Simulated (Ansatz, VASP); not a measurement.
BiTe: VASP beside Ansatz

File POSCAR:

```
BiTe
1.0
    0.0000000000      3.2350000000      3.2350000000
    3.2350000000      0.0000000000      3.2350000000
    3.2350000000      3.2350000000      0.0000000000
Bi Te
1 1
Direct
    0.0000000000      0.0000000000      0.0000000000
    0.5000000000      0.5000000000      0.5000000000
```

File INCAR.step1:

```
  PREC = Accurate
  ENCUT = 520
  EDIFF = 1E-5
  ISMEAR = -1
  SIGMA = 0.05
  LREAL = False
  LASPH = True
  NELM = 100
  ALGO = Normal
  ISIF = 2
  LWAVE = True
  LCHARG = False
  GGA = PE
  NBANDS = 18
```

INCAR.step2

```
  PREC = Accurate
  ENCUT = 520
  EDIFF = 1E-6
  ISMEAR = -1
  SIGMA = 0.05
  LREAL = False
  LASPH = True
  NELM = 100
  ALGO = Normal
  ISIF = 2
  LWAVE = False
  LCHARG = False
  GGA = PE
  LHFCALC = True
  AEXX = 0.5
  HFSCREEN = 0.2078699
  PRECFOCK = Normal
  ISTART = 1
  NBANDS = 18
```

Contents of KPOINTS:

```
Automatic mesh
0
Gamma
  4 4 4
```

input.yaml

```yaml
crystal:
  lattice:
    - [0.0, 3.235, 3.235]
    - [3.235, 0.0, 3.235]
    - [3.235, 3.235, 0.0]
  atoms:
    - { symbol: Bi, position: [0.0, 0.0, 0.0] }
    - { symbol: Te, position: [0.5, 0.5, 0.5] }
hamiltonian:
  xc:
    exchange: pbe
    correlation: pbe
    exx: { coeff: 0.5, omega: 0.2078699 }
  pseudopotentials: { kind: paw }
kpoints:
  mp_grid: { grid: [4, 4, 4] }
scf:
  occupations: { method: fermi_dirac, width: 0.05 }
output:
  forces: true
  stress: true
  eigenvalues: true
  write_density: true
  write_potential: true
  elf: true
  volumetric_format: npy
```

Alike in both runs: task single point; functional PBE-based screened hybrid; k mesh 4 × 4 × 4; occupations fermi-dirac, width 0.05 eV; no spin polarisation.

|  | VASP | Ansatz |
| --- | --- | --- |
| version | VASP 6.6.1 | Ansatz 0.2.0 |
| potentials or method | VASP PAW PBE potentials, release 64 (Bi_d, Te) | Ansatz PAW |
| plane-wave cutoff (eV) | 520 | 420 |
| valence electrons in the cell | 21 | 31 |

VASP gave:

```
gap on the k mesh at the Fermi level (eV) : none
pressure (GPa)                            : -3.6
```

Question: Estimate Ansatz's values.

Answer: gap on the k mesh at the Fermi level (eV): none; pressure (GPa): -3.1.

VASP's potentials were made for PBE, not for PBE-based screened hybrid. A gap of «none» marks a metal or a gap that the smearing closes. VASP's potentials hold 21 valence electrons a cell and Ansatz's 31, so a difference there can come from the potentials and not from the codes.

The k mesh is coarse, so the values compare programs but aren't converged. Neither program's run includes spin-orbit coupling.
